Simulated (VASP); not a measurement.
Here is a VASP 6.6.1 calculation.

INCAR

```
PREC = Accurate ; ENCUT = 520
EDIFF = 1E-6 ; ISMEAR = 0
SIGMA = 0.01 ; LREAL = F
LASPH = T ; NELM = 80
ALGO = Normal ; ISIF = 2
LWAVE = F ; LCHARG = F
GGA = PE ; NBANDS = 15
```

Contents of KPOINTS:

```
regular mesh
0
Gamma
  4 4 4
```

POSCAR

```
KCl
1.0
    0.0000000000      3.2391937588      3.1236492207
    3.2391937588      0.0000000000      3.1236492207
    3.2391937588      3.2391937588      0.0000000000
K Cl
1 1
Direct
    0.0000000000      0.0000000000      0.0000000000
    0.5000000000      0.5000000000      0.5000000000
```

Potentials or basis: VASP PAW PBE potentials, release 64 (K_sv, Cl).

Launch:

```console
$ cat potpaw_PBE.64/K_sv/POTCAR potpaw_PBE.64/Cl/POTCAR > POTCAR
$ mpirun -np 1 vasp_std > vasp.out
```

Problem. Predict the pressure.

Solution. -0.1 GPa.

Problem. Estimate the band gap on the k mesh.

Solution. 5.00 eV.

Stress tensor (GPa, compression positive):
```
-0.44  0.00  0.00
 0.00 -0.44  0.00
 0.00  0.00  0.70
```

Caveat: the k points lie up to 0.43 Å⁻¹ apart; the cell differs from its parent crystal (epitaxial xy strain +3.0%).
